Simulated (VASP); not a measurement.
# Zr3O8 in VASP: relaxation of cell and atoms with PBE

Aim: the relaxation of cell and atoms of Zr3O8 with PBE.

Program: VASP 6.6.1. These are calculated values, not measurements. Logs are shortened: lines on timing, memory, paths and dates and some standing lists are left out, and cuts for length are marked.

### Step 1. The cell of the first run

The typed cell holds 22 atoms: a = 7.485 Å, b = 8.308 Å, c = 7.560 Å, α = 51.53°, β = 58.04°, γ = 51.32°.

### Step 2. Relaxation of cell and atoms, PBE (atoms taken out)

File INCAR:

```
SYSTEM = Zr3O8
  ALGO = Normal
  EDIFF = 1E-6
  EDIFFG = -0.04
  ENCUT = 600
  GGA = PE
  IBRION = 2
  ISIF = 3
  ISMEAR = 0
  ISYM = 0
  KPAR = 4
  LASPH = .TRUE.
  LCHARG = .FALSE.
  LREAL = Auto
  LWAVE = .FALSE.
  NELM = 80
  NSW = 45
  PREC = Accurate
  SIGMA = 0.1
```

File KPOINTS:

```
k-points
0
G
  3 3 3
  0 0 0
```

File POSCAR:

```
Zr3O8
1.0
    0.5885088447      4.8224168090      5.6947215518
    5.8757398182      0.4243622465      5.8588681501
    5.7577731508      4.8685967399      0.5423289138
Zr O
6 16
Direct
    0.0479661384      0.5120208482      0.5122380577
    0.0124302798      0.5132402935      0.0383577239
    0.9867212426      0.9875338363      0.4641340089
    0.9511750836      0.9887797713      0.9902870810
    0.5525857506      0.4970056028      0.4980222909
    0.4465707962      0.0037743177      0.0044673042
    0.0874873344      0.1979960203      0.0847468172
    0.1937224023      0.1045878119      0.7206492093
    0.0866015094      0.6158669173      0.1674618304
    0.1170110451      0.5915071751      0.6783403845
    0.5648821613      0.1315911323      0.0971127694
    0.5625435222      0.1851306442      0.5937530020
    0.6589862106      0.6527385883      0.1256083869
    0.6650203686      0.6006342720      0.6084861453
    0.4342622663      0.3691907431      0.4053947645
    0.4366070024      0.3156573925      0.9087492235
    0.3401730520      0.8480416898      0.3768794235
    0.3341382202      0.9001489518      0.8939984144
    0.9116866368      0.3027838603      0.4177452492
    0.8054159660      0.3962073819      0.7818555960
    0.9125470916      0.8849163828      0.3350403881
    0.8821604149      0.9092817158      0.8241625466
```

Potentials or basis: VASP PAW PBE potentials, release 64 (Zr_sv, O).

Run with:

```console
$ cat potpaw_PBE.64/Zr_sv/POTCAR potpaw_PBE.64/O/POTCAR > POTCAR
$ mpirun -np 4 vasp_std > vasp.out
```

OUTCAR:

```text
SYSTEM = Zr3O8
   EDIFF = 1E-6
   EDIFFG = -0.04
   ENCUT = 600
   GGA = PE
   IBRION = 2
   ISIF = 3
   ISMEAR = 0
   ISYM = 0
   LASPH = .TRUE.
   LREAL = Auto
   NELM = 80
   NSW = 45
   PREC = Accurate

 ion  position               nearest neighbor table
   1  0.048  0.512  0.512-  20 2.05   9 2.08  10 2.10  21 2.18  15 2.20  14 2.26   8 2.39   4 3.43
                             3 3.48   5 3.65   2 3.72   4 3.76   5 3.85   2 3.85
   2  0.012  0.513  0.038-  13 2.01   9 2.05   7 2.13  10 2.15  19 2.23  22 2.33  16 2.43   5 3.36
                             6 3.44   4 3.48   3 3.52   6 3.59   3 3.61   1 3.72   1 3.85
   3  0.987  0.988  0.464-  17 2.01  21 2.05  19 2.13  22 2.15   7 2.23  10 2.33  12 2.43   6 3.36
                             5 3.44   1 3.48   2 3.52   5 3.59   2 3.61   4 3.72   4 3.85
   4  0.951  0.989  0.990-   8 2.05  21 2.08  22 2.10   9 2.18  11 2.20  18 2.26  20 2.39   1 3.43
                             2 3.48   6 3.65   3 3.72   1 3.76   6 3.85   3 3.85
   5  0.553  0.497  0.498-  19 2.07  17 2.07  13 2.15  14 2.17  12 2.17  15 2.27  16 2.37  10 2.56
                             2 3.36   6 3.42   3 3.44   3 3.59   1 3.65   6 3.66   1 3.85
   6  0.447  0.004  0.004-   7 2.07  13 2.07  17 2.15  18 2.17  16 2.17  11 2.27  12 2.37  22 2.56
                             3 3.36   5 3.42   2 3.44   2 3.59   4 3.65   5 3.66   4 3.85
   7  0.087  0.198  0.085-   6 2.07   2 2.13   3 2.23
   8  0.194  0.105  0.721-  18 1.47   4 2.05   1 2.39
   9  0.087  0.616  0.167-   2 2.05   1 2.08   4 2.18
  10  0.117  0.592  0.678-   1 2.10   2 2.15   3 2.33   5 2.56
  11  0.565  0.132  0.097-  16 1.48   4 2.20   6 2.27
  12  0.563  0.185  0.594-  15 1.48   5 2.17   6 2.37   3 2.43
  13  0.659  0.653  0.126-   2 2.01   6 2.07   5 2.15
  14  0.665  0.601  0.608-  20 1.47   5 2.17   1 2.26
  15  0.434  0.369  0.405-  12 1.48   1 2.20   5 2.27
  16  0.437  0.316  0.909-  11 1.48   6 2.17   5 2.37   2 2.43
  17  0.340  0.848  0.377-   3 2.01   5 2.07   6 2.15
  18  0.334  0.900  0.894-   8 1.47   6 2.17   4 2.26
  19  0.912  0.303  0.418-   5 2.07   3 2.13   2 2.23
  20  0.805  0.396  0.782-  14 1.47   1 2.05   4 2.39
  21  0.913  0.885  0.335-   3 2.05   4 2.08   1 2.18
  22  0.882  0.909  0.824-   4 2.10   3 2.15   2 2.33   6 2.56

IMPORTANT INFORMATION: All symmetrisations will be switched off!
NOSYMM: (Re-)initialisation of all symmetry stuff for point group C_1.

----------------------------------------------------------------------------------------

                                     Primitive cell

  volume of cell :     279.6534

  direct lattice vectors                    reciprocal lattice vectors
     0.588508845  4.822416809  5.694721552    -0.101176406  0.109233265  0.093555914
     5.875739818  0.424362246  5.858868150     0.089789610 -0.116107129  0.089042983
     5.757773151  4.868596740  0.542328914     0.092390375  0.107321099 -0.100429778

  length of vectors
     7.485445885  8.308473851  7.559716035     0.175844477  0.171673214  0.173608583

  position of ions in fractional coordinates (direct lattice)
     0.047966138  0.512020848  0.512238058
     0.012430280  0.513240293  0.038357724
     0.986721243  0.987533836  0.464134009
     0.951175084  0.988779771  0.990287081
     0.552585751  0.497005603  0.498022291
     0.446570796  0.003774318  0.004467304
[... 14 lines left out ...]
     0.912547092  0.884916383  0.335040388
     0.882160415  0.909281716  0.824162547

  ion indices of the primitive-cell ions
   primitive index   ion index
                 1           1
                 2           2
                 3           3
                 4           4
                 5           5
                 6           6
[... 14 lines left out ...]
                21          21
                22          22

----------------------------------------------------------------------------------------

 KPOINTS: k-points

Automatic generation of k-mesh.
 Grid dimensions read from file:
 generate k-points for:    3    3    3

 Generating k-lattice:

  Cartesian coordinates                     Fractional coordinates (reciprocal lattice)
    -0.033725469  0.036411088  0.031185305     0.333333333  0.000000000  0.000000000
     0.029929870 -0.038702376  0.029680994     0.000000000  0.333333333  0.000000000
     0.030796792  0.035773700 -0.033476593     0.000000000  0.000000000  0.333333333

  Length of vectors
     0.058614826  0.057224405  0.057869528

  Shift w.r.t. Gamma in fractional coordinates (k-lattice)
     0.000000000  0.000000000  0.000000000

 Subroutine IBZKPT returns following result:
 ===========================================

 Found     14 irreducible k-points:

 Following reciprocal coordinates:
            Coordinates               Weight
  0.000000  0.000000  0.000000      1.000000
  0.333333  0.000000  0.000000      2.000000
  0.000000  0.333333  0.000000      2.000000
  0.333333  0.333333 -0.000000      2.000000
 -0.333333  0.333333  0.000000      2.000000
  0.000000 -0.000000  0.333333      2.000000
  0.333333 -0.000000  0.333333      2.000000
 -0.333333  0.000000  0.333333      2.000000
  0.000000  0.333333  0.333333      2.000000
  0.333333  0.333333  0.333333      2.000000
 -0.333333  0.333333  0.333333      2.000000
  0.000000 -0.333333  0.333333      2.000000
  0.333333 -0.333333  0.333333      2.000000
 -0.333333 -0.333333  0.333333      2.000000
   k-points           NKPTS =     14   k-points in BZ     NKDIM =     14   number of bands    NBANDS=    100
   number of dos      NEDOS =    301   number of ions     NIONS =     22
   total plane-waves  NPLWV = 252000
   dimension x,y,z NGX =    60 NGY =   70 NGZ =   60
   dimension x,y,z NGXF=   120 NGYF=  140 NGZF=  120
   ions per type =               6  16
   NGX,Y,Z   is equivalent  to a cutoff of  13.33, 14.01, 13.19 a.u.
   NGXF,Y,Z  is equivalent  to a cutoff of  26.65, 28.01, 26.39 a.u.
 SYSTEM =  Zr3O8
   PREC   = accura    normal or accurate (medium, high low for compatibility)
   ISTART =      0    job   : 0-new  1-cont  2-samecut
   ICHARG =      2    charge: 1-file 2-atom 10-const
   ISPIN  =      1    spin polarized calculation?
   LNONCOLLINEAR =      F non collinear calculations
   LSORBIT =      F    spin-orbit coupling
   LASPH  =      T    aspherical Exc in radial PAW
   ENCUT  =  600.0 eV  44.10 Ry    6.64 a.u.  14.95 16.59 15.10*2*pi/ulx,y,z
   NELM   =     80;   NELMIN=  2; NELMDL= -5     # of ELM steps
   EDIFF  = 0.1E-05   stopping-criterion for ELM
   LREAL  =      T    real-space projection
   EDIFFG = -.4E-01   stopping-criterion for IOM
   NSW    =     45    number of steps for IOM
   IBRION =      2    ionic relax: 0-MD 1-quasi-New 2-CG
   NFREE  =      1    steps in history (QN), initial steepest desc. (CG)
   ISIF   =      3    stress and relaxation
   ISYM   =      0    0-nonsym 1-usesym 2-fastsym
   POTIM  = 0.5000    time-step for ionic-motion
   TEBEG  =    0.0;   TEEND  =   0.0 temperature during run
   PSTRESS=    0.0 pullay stress
   NELECT =     168.0000    total number of electrons
   NUPDOWN=      -1.0000    fix difference up-down
   EMIN   =  10.00;   EMAX   =-10.00  energy-range for DOS
   EFERMI =   0.00;   METHOD = LEGACY
   ISMEAR =     0;   SIGMA  =   0.10  broadening in eV -4-tet -1-fermi 0-gaus
   EFERMI_NEDOS =   21; number of points for ismear=-14 and -15
   IALGO  =     38    algorithm
   IMIX   =      4    mixing-type and parameters
     AMIX     =   0.40;   BMIX     =  1.00
     AMIX_MAG =   1.60;   BMIX_MAG =  1.00
  volume/ion in A,a.u.               =      12.71        85.78
  Fermi-wavevector in a.u.,A,eV,Ry     =   1.381353  2.610378 25.961756  1.908135
  Thomas-Fermi vector in A             =   2.506145
   LORBIT       =      0    0 simple, 1 ext, 2 COOP (PROOUT), +10 PAW based schemes
   GGA     = PE    functional components
   LHFCALC =     F    Hartree Fock is set to
   AEXX    =    0.0000 exact exchange contribution
   IVDW    =     0    specifies the selected vdW correction
   LEPSILON=     F    determine dielectric tensor
   LRPA    =     F    only Hartree local field effects (RPA)
 conjugate gradient relaxation of ions
 non-spin polarized calculation
 Gauss-broadening in eV      SIGMA  =   0.10
  energy-cutoff  :      600.00
  volume of cell :      279.65
 maximum number of plane-waves:      9356
   NGX = 29   NGY = 33   NGZ = 31

--------------------------------------- Ionic step        1  -------------------------------------------

 number of electron     168.0000004 magnetization

 Free energy of the ion-electron system (eV)
  ---------------------------------------------------
  ext. energy  EPLUGINS =         0.00000000
  ---------------------------------------------------
  free energy    TOTEN  =      -186.70394737 eV

  energy without entropy =     -186.70394737  energy(sigma->0) =     -186.70394737

------------------------ aborting loop because EDIFF is reached ----------------------------------------

  FORCE on cell =-STRESS in cart. coord.  units (eV):
  Direction    XX          YY          ZZ          XY          YZ          ZX
  --------------------------------------------------------------------------------------
  -------------------------------------------------------------------------------------
  Total       -0.0334795      0.9397298      0.1206261     -0.0728462     -0.0889976      0.1443292
  in kB       -0.1918091      5.3838571      0.6910857     -0.4173473     -0.5098809      0.8268842
  external PRESSURE =       1.9610446 kB  Pullay stress =       0.0000000 kB
[... 97 lines left out ...]
  energy  without entropy=     -186.6998042537  energy(sigma->0) =     -186.69980425

--------------------------------------- Ionic step        3  -------------------------------------------

 number of electron     168.0000004 magnetization

 Free energy of the ion-electron system (eV)
  ---------------------------------------------------
  ext. energy  EPLUGINS =         0.00000000
  ---------------------------------------------------
  free energy    TOTEN  =      -186.70724078 eV

  energy without entropy =     -186.70724078  energy(sigma->0) =     -186.70724078

 E-fermi :   4.9662     XC(G=0): -10.3742

 val. band max:        4.4090820630   @ k =   0.3333   0.3333  -0.0000
 cond. band min:       7.3597221196   @ k =   0.0000   0.3333   0.0000
 fundamental gap:      2.9506400566
 Fermi energy:         4.9661601000

 k-point     1 :       0.0000    0.0000    0.0000
  band No.  band energies     occupation
      1     -44.0217      2.00000
      2     -44.0022      2.00000
      3     -44.0000      2.00000
      4     -43.9791      2.00000
      5     -43.8650      2.00000
      6     -43.8517      2.00000
[... 1375 lines left out ...]
     95       8.8005      0.00000
     96       8.8531      0.00000
 [bands above 96 left out]

------------------------ aborting loop because EDIFF is reached ----------------------------------------

  FORCE on cell =-STRESS in cart. coord.  units (eV):
  Direction    XX          YY          ZZ          XY          YZ          ZX
  --------------------------------------------------------------------------------------
  -------------------------------------------------------------------------------------
  Total       -0.1788978     -0.4618218     -0.1661056     -0.0026120      0.0970886      0.1287311
  in kB       -1.0240203     -2.6434922     -0.9507970     -0.0149510      0.5557401      0.7368639
  external PRESSURE =      -1.5394365 kB  Pullay stress =       0.0000000 kB
[... 37 lines left out ...]
  FREE ENERGIE OF THE ION-ELECTRON SYSTEM (eV)
  ---------------------------------------------------
  free  energy   TOTEN  =      -186.7072407766 eV

  energy  without entropy=     -186.7072407766  energy(sigma->0) =     -186.70724078

 reached required accuracy - stopping structural energy minimisation
```

It took 12 min on 4 MPI ranks of Intel Xeon Platinum 8488C (Sapphire Rapids), shared host; peak memory 0.76 GiB.

What came out:

- Free energy: -186.7072 eV
- Relaxed volume: 12.72 Å³/atom
- Relaxed cell: a = 7.488 Å, b = 8.310 Å, c = 7.562 Å, α = 51.55°, β = 58.01°, γ = 51.33°
- Space group after relaxing (to 0.1 Å): P-1 (No. 2)
- Energy gained by relaxing: 0.1 meV/atom
- Ionic steps: 3
- Pressure after relaxing: -0.2 GPa
- Largest force after relaxing: 0.033 eV/Å
- Band gap on the k mesh: 2.95 eV (least direct gap 3.05 eV)

Forces on the atoms (eV/Å):
```
Zr  -0.018  0.002 -0.015
Zr  -0.009  0.002  0.025
Zr   0.008  0.000 -0.020
Zr   0.015 -0.003  0.013
Zr   0.029 -0.013  0.004
Zr  -0.028  0.011 -0.002
O   -0.003  0.004 -0.004
O   -0.017  0.007 -0.001
O    0.025 -0.002  0.020
O    0.018  0.017  0.008
O   -0.004 -0.002 -0.013
O   -0.004  0.015  0.017
O   -0.007  0.018 -0.014
O   -0.009 -0.002 -0.006
O    0.004  0.002  0.013
O    0.004 -0.014 -0.018
O    0.007 -0.018  0.013
O    0.012  0.002  0.005
O    0.003 -0.005  0.003
O    0.020 -0.007  0.000
O   -0.026  0.003 -0.019
O   -0.019 -0.018 -0.010
```

The path:
```
step  energy change (eV)  largest force (eV/Å)  pressure (GPa)  volume (Å³)
   1              0.0000                0.1924            0.20       279.65
   2              0.0041                0.2886           -0.66       280.28
   3             -0.0033                0.0325           -0.15       279.90
```

Final structure:
```xyz
22
Lattice="0.5889 4.8259 5.6950 5.8763 0.4239 5.8602 5.7574 4.8722 0.5427" Properties=species:S:1:pos:R:3 pbc="T T T"
Zr    5.9855    2.9448    3.5516
Zr    3.2437    0.4642    3.1005
Zr    9.0568    7.4421   11.6574
Zr   12.0725    9.8336   11.7489
Zr    6.1144    5.3037    6.3297
Zr    0.3097    2.1785    2.5680
O     1.7029    0.9188    1.7042
O     4.8776    4.4869    2.1084
O     4.6348    1.4952    4.1936
O     7.4508    4.1211    4.5010
O     1.6651    3.2582    4.0402
O     4.8377    5.6896    4.6104
O     4.9468    4.0691    7.6457
O     7.4244    6.4249    7.6378
O     4.7591    4.2241    4.8573
O     7.3439    6.6649    4.8299
O     7.3536    3.8371    7.1120
O    10.6334    6.3534    7.6627
O     4.7212    6.5636    7.1934
O     7.3041    7.8675    7.3319
O     7.6657    6.4110   10.5641
O    10.6070    8.6574   10.7996
```

Caveat: the cell differs from its parent crystal (atoms taken out).
